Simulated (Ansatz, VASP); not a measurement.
## TiC: VASP beside Ansatz

INCAR

```
SYSTEM = TiC
PREC = Accurate
ENCUT = 520
EDIFF = 1E-6
ISMEAR = 0
SIGMA = 0.15
LREAL = .False.
LASPH = .True.
NELM = 80
ALGO = Normal
ISIF = 2
LWAVE = .False.
LCHARG = .False.
GGA = PS
NBANDS = 15
```

KPOINTS

```
regular mesh
0
Gamma
  18 18 18
  0 0 0
```

Contents of POSCAR:

```
TiC
1.0
    0.0000000000      2.1315400000      2.1315400000
    2.1315400000      0.0000000000      2.1315400000
    2.1315400000      2.1315400000      0.0000000000
Ti C
1 1
Direct
    0.0000000000      0.0000000000      0.0000000000
    0.5000000000      0.5000000000      0.5000000000
```

Input for Ansatz:

```yaml
crystal:
  lattice:
    - [0.0, 2.13154, 2.13154]
    - [2.13154, 0.0, 2.13154]
    - [2.13154, 2.13154, 0.0]
  atoms:
    - { symbol: Ti, position: [0.0, 0.0, 0.0] }
    - { symbol: C, position: [0.5, 0.5, 0.5] }
basis:
  ecutwfc: 420
kpoints:
  mp_grid: { grid: [18, 18, 18] }
hamiltonian:
  xc: pbesol
scf:
  occupations: { method: gaussian, width: 0.15 }
output:
  forces: true
  stress: true
  eigenvalues: true
```

Change from the starting cell: strain -0.015 along x and y, -0.015 along z, atoms carried along.

Alike in both runs: task single point; functional PBEsol; k mesh 18 × 18 × 18; occupations gaussian, width 0.15 eV; no spin polarisation.

```csv
,VASP,Ansatz
version,VASP 6.6.1,Ansatz 0.2.0
potentials or method,"VASP PAW PBE potentials, release 64 (Ti_sv, C), cutoff 520 eV","scalar-relativistic, plane waves, PAW"
valence electrons in the cell,16,16
```

```tsv
	VASP	Ansatz	Ansatz less VASP
gap on the k mesh at the Fermi level (eV)	none	none	-
pressure (GPa)	6.0	5.9	-0.11
```

VASP's potentials were made for PBE, not for PBEsol. A gap of «none» marks a metal or a gap that the smearing closes.
